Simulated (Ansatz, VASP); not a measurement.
# W in VASP and in Ansatz

INCAR

```
SYSTEM = W
PREC = Accurate ; ENCUT = 520
EDIFF = 1E-8 ; ISMEAR = -1
SIGMA = 0.05 ; LREAL = .False.
LASPH = .True. ; NELM = 60
ALGO = Normal ; ISIF = 2
LWAVE = .False. ; LCHARG = .False.
GGA = PS ; LEFG = .True.
NBANDS = 13
```

Contents of KPOINTS:

```
regular mesh
0
Gamma
  14 14 14
  0 0 0
```

The input POSCAR:

```
W
1.0
    0.0000000000      2.0434441004      2.0434441004
    2.0434441004      0.0000000000      2.0434441004
    2.0434441004      2.0434441004      0.0000000000
W
1
Direct
    0.0000000000      0.0000000000      0.0000000000
```

Input for Ansatz:

```yaml
crystal:
  lattice:
    - [0.0, 2.0434441004, 2.0434441004]
    - [2.0434441004, 0.0, 2.0434441004]
    - [2.0434441004, 2.0434441004, 0.0]
  atoms:
    - { symbol: W, position: [0.0, 0.0, 0.0] }
kpoints:
  mp_grid: { grid: [14, 14, 14] }
scf:
  occupations: { method: fermi_dirac, width: 0.05 }
hamiltonian:
  xc: pbesol
  pseudopotentials: { kind: all_electron, datasets: crystal }
output:
  forces: true
  stress: true
  eigenvalues: true
  efg: { contact_densities: true }
```

Change from the starting cell: volume scaled by 1.02, crystal datasets.

Alike in both runs: task electric field gradients; functional PBEsol; k mesh 14 × 14 × 14; occupations fermi-dirac, width 0.05 eV; no spin polarisation.

|  | VASP | Ansatz |
| --- | --- | --- |
| version | VASP 6.6.1 | Ansatz 0.2.0 |
| potentials or method | VASP PAW PBE potentials, release 64 (W_sv), cutoff 520 eV | all-electron PAW with datasets made for the crystal, scalar-relativistic |

VASP gave:

| Item | Value |
| --- | --- |
| pressure (GPa) | -17.0 |

Problem. Which values does Ansatz return?

Solution. Pressure (GPa): -17.2.

VASP's potentials were made for PBE, not for PBEsol. Ansatz ran all-electron here, and VASP with PAW potentials.

Neither program's run includes spin-orbit coupling.
